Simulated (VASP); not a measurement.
Wanted: the native input for a VASP 6.6.1 run.

| Quantity | Value |
| --- | --- |
| Task | single point |
| Functional | PBE |
| Potentials or basis | VASP PAW PBE potentials, release 64 (Ta_pv, In_d) |
| Cutoff | 520 eV |
| k mesh | 7 × 7 × 7 |
| Occupations | gaussian, width 0.2 eV |
| Spin | no spin polarisation |
| Dipole correction | no |
| Further INCAR settings | ALGO = Fast; EDIFF = 1e-06; NBANDS = 36 |

The structure of Ta4In lies in POSCAR:

```
Ta4In
1.0
   -1.7230779623      1.7230779623      7.9297064183
    1.7230779623     -1.7230779623      7.9297064183
    1.7230779623      1.7230779623     -7.9297064183
Ta In
4 1
Direct
    0.1994996576      0.1994996576      0.0000000000
    0.6056325996      0.6056325996      0.0000000000
    0.3943674004      0.3943674004      0.0000000000
    0.8005003424      0.8005003424      0.0000000000
    0.0000000000      0.0000000000      0.0000000000
```

One way to write it, as run:

INCAR

```
SYSTEM = Ta4In
PREC = Accurate
ENCUT = 520
EDIFF = 1E-6
ISMEAR = 0
SIGMA = 0.2
LREAL = .False.
LASPH = .True.
NELM = 60
ALGO = Fast
ISIF = 2
LWAVE = .False.
LCHARG = .False.
GGA = PE
NBANDS = 36
```

KPOINTS

```
Automatic mesh
0
Gamma
  7 7 7
  0 0 0
```

Potentials or basis: VASP PAW PBE potentials, release 64 (Ta_pv, In_d).

Launch:

```console
$ cat potpaw_PBE.64/Ta_pv/POTCAR potpaw_PBE.64/In_d/POTCAR > POTCAR
$ mpirun -np 1 vasp_std > vasp.out
```

It gave:

```json
{"Pressure": "0.6 GPa", "Largest force": "0.026 eV/Å", "Band gap on the k mesh": "zero (an odd number of electrons rules out a gap without spin polarisation)"}
```

Caveat: spin-orbit coupling is left out, which moves the levels of the heavy elements.

Wall time 14 min on 1 thread of Intel(R) Xeon(R) Platinum 8259CL CPU @ 2.50GHz (Skylake/Cascade Lake), with other jobs on the host, peak memory 0.62 GiB.
